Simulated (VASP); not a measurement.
Wanted: the native input for a VASP 6.6.1 run.

```
Task                   : single point
Functional             : PBE
Potentials or basis    : VASP PAW PBE potentials, release 64 (Al, Ni, Co)
Cutoff                 : 520 eV
k mesh                 : 12 × 12 × 8
Occupations            : gaussian, width 0.1 eV
Spin                   : collinear spin, ferromagnetic start
Starting moments       : [0.0, 0.0, 0.0, 0.11, 0.11, 0.42] μB
Dipole correction      : no
Further INCAR settings : ALGO = Fast; EDIFF = 1e-07; NBANDS = 32
```

The structure of Al3CoNi2 lies in POSCAR:

```
Al3CoNi2
1.0
    4.0769584820     -0.0000000289      0.0000000000
   -2.0384792160      3.5307496300      0.0000000000
    0.0000000000      0.0000000000      4.9918132000
Al Ni Co
3 2 1
Direct
    0.0000000000      0.0000000000      0.0000000000
    0.3333333333      0.6666666667      0.6652970000
    0.6666666667      0.3333333333      0.3347030000
    0.3333333333      0.6666666667      0.1709130000
    0.6666666667      0.3333333333      0.8290870000
    0.0000000000      0.0000000000      0.5000000000
```

One way to write it, as run:

INCAR

```
SYSTEM = Al3CoNi2
PREC = Accurate
ENCUT = 520
EDIFF = 1E-7
ISMEAR = 0
SIGMA = 0.1
LREAL = .FALSE.
LASPH = .TRUE.
NELM = 150
ALGO = Fast
ISIF = 2
LWAVE = .FALSE.
LCHARG = .FALSE.
ISPIN = 2
MAGMOM = 0 0 0 0.11 0.11 0.42
LORBIT = 11
LMAXMIX = 4
GGA = PE
NBANDS = 32
```

KPOINTS

```
Automatic mesh
0
G
  12 12 8
  0 0 0
```

Potentials or basis: VASP PAW PBE potentials, release 64 (Al, Ni, Co).

Launch:

```console
$ cat potpaw_PBE.64/Al/POTCAR potpaw_PBE.64/Ni/POTCAR potpaw_PBE.64/Co/POTCAR > POTCAR
$ mpirun -np 1 vasp_std > vasp.out
```

Results of the run:

* Pressure: 0.0 GPa
* Largest force: 0.004 eV/Å
* Net moment: 0.46 μB per cell
* Site moments: Al -0.00, +0.00 (each value once); Ni +0.07; Co +0.33 μB
* Valence electrons inside the program's atomic spheres: Al 0.80; Ni 9.45; Co 8.41

Wall time 7.1 min on 1 thread of Oxide Virtual Turin-like Processor (shared host), peak memory 0.52 GiB.
